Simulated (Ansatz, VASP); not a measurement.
**SrB3Rh: VASP beside Ansatz**

The input INCAR:

```
SYSTEM = SrB3Rh
PREC     = Accurate       ! precision mode
ENCUT    = 600            ! plane-wave cutoff, eV
EDIFF    = 1E-6           ! SCF threshold, eV
ISMEAR   = 0              ! smearing method
SIGMA    = 0.1            ! smearing width, eV
LREAL    = .False.        ! projectors in reciprocal space
LASPH    = .True.         ! aspherical terms in the spheres
NELM     = 60             ! most SCF steps
ALGO     = Normal         ! electronic algorithm
ISIF     = 3              ! what is computed and relaxed
LWAVE    = .False.        ! write WAVECAR
LCHARG   = .False.        ! write CHGCAR
GGA      = PE             ! functional
IBRION   = 2              ! ionic algorithm
NSW      = 100            ! ionic steps
EDIFFG   = -0.01          ! ionic threshold
```

Contents of KPOINTS:

```
Automatic mesh
0
Gamma
  10 10 10
  0 0 0
```

File POSCAR:

```
SrB3Rh
1.0
    4.1304061200      0.0000000000      0.0000000000
    0.0000000000      4.1304061200      0.0000000000
    0.0000000000      0.0000000000      4.1304061200
Sr B Rh
1 3 1
Direct
    0.5000000000      0.5000000000      0.5000000000
    0.5000000000      0.0000000000      0.0000000000
    0.0000000000      0.5000000000      0.0000000000
    0.0000000000      0.0000000000      0.5000000000
    0.0000000000      0.0000000000      0.0000000000
```

Input for Ansatz:

```yaml
crystal:
  lattice:
    - [4.13040612, 0.0, 0.0]
    - [0.0, 4.13040612, 0.0]
    - [0.0, 0.0, 4.13040612]
  atoms:
    - { symbol: Sr, position: [0.5, 0.5, 0.5] }
    - { symbol: B, position: [0.5, 0.0, 0.0] }
    - { symbol: B, position: [0.0, 0.5, 0.0] }
    - { symbol: B, position: [0.0, 0.0, 0.5] }
    - { symbol: Rh, position: [0.0, 0.0, 0.0] }
basis:
  ecutwfc: 420
kpoints:
  mp_grid: { grid: [10, 10, 10] }
hamiltonian:
  xc: pbe
scf:
  occupations: { method: gaussian, width: 0.1 }
output:
  forces: true
  stress: true
  eigenvalues: true
  write_density: true
  write_potential: true
  elf: true
  volumetric_format: npy
relax:
  adjacent_minimum: "off"
  f_tol: 0.01
  max_steps: 80
  cell: { stress_tol: 0.05 }
```

Change from the starting cell: species swapped into the MgNi3B type (Pm-3m, No. 221).

Alike in both runs: task relaxation of cell and atoms; functional PBE; k mesh 10 × 10 × 10; occupations gaussian, width 0.1 eV; no spin polarisation.

```csv
,VASP,Ansatz
version,VASP 6.6.1,Ansatz 0.2.0
potentials or method,"VASP PAW PBE potentials, release 64 (Sr_sv, B, Rh_pv), cutoff 600 eV","scalar-relativistic, plane waves, PAW"
valence electrons in the cell,34,36
```

Ansatz gave:

| Item | Value |
| --- | --- |
| gap on the k mesh at the Fermi level, each at its own relaxed structure (eV) | none |
| relaxed volume (Å³/atom) | 14.28 |
| relaxed cell length with the largest relative difference (Å) | 4.149 |

What did VASP give for the same quantities?

gap on the k mesh at the Fermi level, each at its own relaxed structure (eV): none; relaxed volume (Å³/atom): 14.30; relaxed cell length with the largest relative difference (Å): 4.150.

A gap of «none» marks a metal or a gap that the smearing closes. VASP's potentials hold 34 valence electrons a cell and Ansatz's 36, so a difference there can come from the potentials and not from the codes.
